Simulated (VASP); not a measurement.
## Rh: single point with LDA

Rh:

```
Rh
1.0
     2.71265    0.00000    0.00000
    -1.35633    2.34922    0.00000
     0.00000    0.00000    4.39877
Rh
2
Direct
  0.66667 0.33333 0.75000
  0.33333 0.66667 0.25000
```

```yaml
Program: VASP 6.6.1
Task: single point
Functional: LDA
Potentials_or_basis: VASP PAW LDA potentials, release 64 (Rh_pv)
Cutoff: 520 eV
k_mesh: 12 × 12 × 7
Occupations: methfessel-paxton, width 0.1 eV
Spin: no spin polarisation
Dipole_correction: no
Further_INCAR_settings: ALGO = Normal; EDIFF = 1e-06; NBANDS = 22
```

| Quantity | Value |
| --- | --- |
| Pressure | -14.4 GPa |
| Band gap on the k mesh | zero (band 15 reaches 12.05 eV, above the bottom of band 16 at 9.70 eV) |

Stress tensor (GPa, compression positive):
```
-14.43   0.00   0.00
  0.00 -14.43   0.00
  0.00   0.00 -14.23
```

Levels at points of the mesh, in eV from the Fermi level:
```tsv
k point	band 11	band 12	band 13	band 14	band 15	band 16	band 17	band 18	band 19	band 20
(0.00, 0.00, 0.00)	-3.00	-2.49	-2.49	-1.88	-1.88	0.11	0.11	0.66	8.32	15.85
(0.50, 0.00, 0.00)	-2.69	-2.24	-2.14	0.40	0.58	0.70	2.94	4.99	10.08	10.57
```

Run time: 28 s on 1 thread of Intel(R) Xeon(R) Platinum 8488C (Sapphire Rapids), with other jobs on the host, peak memory 0.15 GiB.
